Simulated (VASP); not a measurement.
## Ga3B2As: single point with PBE

Crystal: Ga3B2As.

```
CELL_PARAMETERS angstrom
3.32725 -4.37352 0.00000
3.32725 4.37352 0.00000
0.00000 0.00000 3.13704
ATOMIC_POSITIONS crystal
Ga 0.00000 0.00000 0.00000
Ga 0.50000 0.00000 0.50000
Ga 0.00000 0.50000 0.50000
B 0.24144 0.75856 0.00000
B 0.75856 0.24144 0.00000
As 0.50000 0.50000 0.00000
```

| Quantity | Value |
| --- | --- |
| Program | VASP 6.6.1 |
| Task | single point |
| Functional | PBE |
| Potentials or basis | VASP PAW PBE potentials, release 64 (Ga_d, B, As) |
| Cutoff | 500 eV |
| k mesh | 8 × 8 × 12 |
| Occupations | gaussian, width 0.1 eV |
| Spin | no spin polarisation |
| Dipole correction | no |
| Further INCAR settings | ALGO = Normal; EDIFF = 1e-06; NBANDS = 34 |

The pressure is 0.1 GPa. The largest force is 0.013 eV/Å and the band gap on the k mesh is zero (bands 25 and 26 overlap by 4.43 eV).

Forces on the atoms (eV/Å):
```
Ga   0.000  0.000  0.000
Ga   0.000  0.000  0.000
Ga   0.000  0.000  0.000
B    0.000  0.013  0.000
B    0.000 -0.013  0.000
As   0.000  0.000  0.000
```

Stress tensor (GPa, compression positive):
```
0.10 0.00 0.00
0.00 0.17 0.00
0.00 0.00 0.05
```

Levels at points of the mesh, in eV from the Fermi level:
```tsv
k point	band 22	band 23	band 24	band 25	band 26	band 27	band 28	band 29
(0.00, 0.00, 0.00)	-4.40	-1.29	-0.17	1.95	2.63	3.78	4.47	4.91
(0.50, 0.00, 0.00)	-1.22	-0.79	0.37	0.50	0.72	1.11	3.89	4.70
(0.50, 0.50, 0.00)	-0.72	-0.52	0.65	1.24	1.53	1.93	3.31	3.37
(0.00, 0.00, 0.50)	-3.33	-2.97	-2.49	-2.26	-1.72	0.35	0.99	1.23
(0.50, 0.00, 0.50)	-2.77	-2.08	-1.77	-1.16	0.27	0.30	0.43	0.95
(0.50, 0.50, 0.50)	-4.21	-3.57	-2.69	-0.31	0.81	1.12	2.00	4.22
```

Wall time 6.4 min on 1 thread of Oxide Virtual Turin-like Processor, on a shared host, peak memory 0.43 GiB.
